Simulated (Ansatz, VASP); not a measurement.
## Two plane-wave programs on BaTiO3

Contents of INCAR:

```
PREC     = Accurate       # precision mode
ENCUT    = 520            # plane-wave cutoff, eV
EDIFF    = 1E-7           # SCF threshold, eV
ISMEAR   = 0              # smearing method
SIGMA    = 0.02           # smearing width, eV
LREAL    = False          # projectors in reciprocal space
LASPH    = True           # aspherical terms in the spheres
NELM     = 150            # most SCF steps
ALGO     = Normal         # electronic algorithm
ISIF     = 2              # what is computed and relaxed
LWAVE    = False          # write WAVECAR
LCHARG   = False          # write CHGCAR
LMAXMIX  = 4              # l up to which the mixer works
LDAU     = True           # DFT+U
LDAUTYPE = 2            
LDAUL    = -1 2 -1        # shell
LDAUU    = 0 4 0          # U, eV
LDAUJ    = 0 0 0        
LDAUPRINT= 1            
GGA      = PE             # functional
IBRION   = 2              # ionic algorithm
NSW      = 60             # ionic steps
EDIFFG   = -0.008         # ionic threshold
```

KPOINTS

```
Automatic mesh
0
Gamma
  6 6 6
```

The input POSCAR:

```
BaTiO3
1.0
    2.7747091690      1.6019790856      2.2758245485
   -2.7747091690      1.6019790856      2.2758245485
    0.0000000000     -3.2039581713      2.2758245484
Ba Ti O
1 1 3
Direct
   -0.0033113615     -0.0033113615     -0.0033113615
    0.5008985254      0.5008985254      0.5008985254
    0.4919659448      0.9895819467      0.4919659448
    0.4919659448      0.4919659448      0.9895819467
    0.9895819467      0.4919659448      0.4919659448
```

Input for Ansatz:

```yaml
crystal:
  lattice:
    - [2.774709169, 1.6019790856, 2.2758245485]
    - [-2.774709169, 1.6019790856, 2.2758245485]
    - [0.0, -3.2039581713, 2.2758245484]
  atoms:
    - { symbol: Ba, position: [-0.0033113615, -0.0033113615, -0.0033113615] }
    - { symbol: Ti, position: [0.5008985254, 0.5008985254, 0.5008985254] }
    - { symbol: O, position: [0.4919659448, 0.9895819467, 0.4919659448] }
    - { symbol: O, position: [0.4919659448, 0.4919659448, 0.9895819467] }
    - { symbol: O, position: [0.9895819467, 0.4919659448, 0.4919659448] }
basis:
  ecutwfc: 420
kpoints:
  mp_grid: { grid: [6, 6, 6] }
hamiltonian:
  xc: pbe
  hubbard: { sites: [{ species: Ti, l: d, u_eff: 4.0 }] }
scf:
  occupations: { method: gaussian, width: 0.02 }
output:
  forces: true
  stress: true
  eigenvalues: true
relax:
  adjacent_minimum: "off"
  f_tol: 0.008
  max_steps: 40
```

Change from the starting cell: equal strain along all axes, cell held, atoms relaxed: -3.0 %.

Alike in both runs: task relaxation of the atoms; functional PBE; k mesh 6 × 6 × 6; occupations gaussian, width 0.02 eV; no spin polarisation; Hubbard terms Ti d U = 4.0 eV.

|  | VASP | Ansatz |
| --- | --- | --- |
| version | VASP 6.6.1 | Ansatz 0.2.0 |
| potentials or method | VASP PAW PBE potentials, release 64 (Ba_sv, Ti_sv, O), cutoff 520 eV | scalar-relativistic, plane waves, PAW |
| valence electrons in the cell | 40 | 40 |

|  | VASP | Ansatz | Ansatz less VASP |
| --- | --- | --- | --- |
| gap on the k mesh at the Fermi level, each at its own relaxed structure (eV) | 2.33 | 2.40 | +0.063 |

The programs project onto different local orbitals, so the same U acts differently, and such runs can settle in different states. Ansatz's warnings: stress scf threshold loose.

Spin-orbit coupling is off throughout.
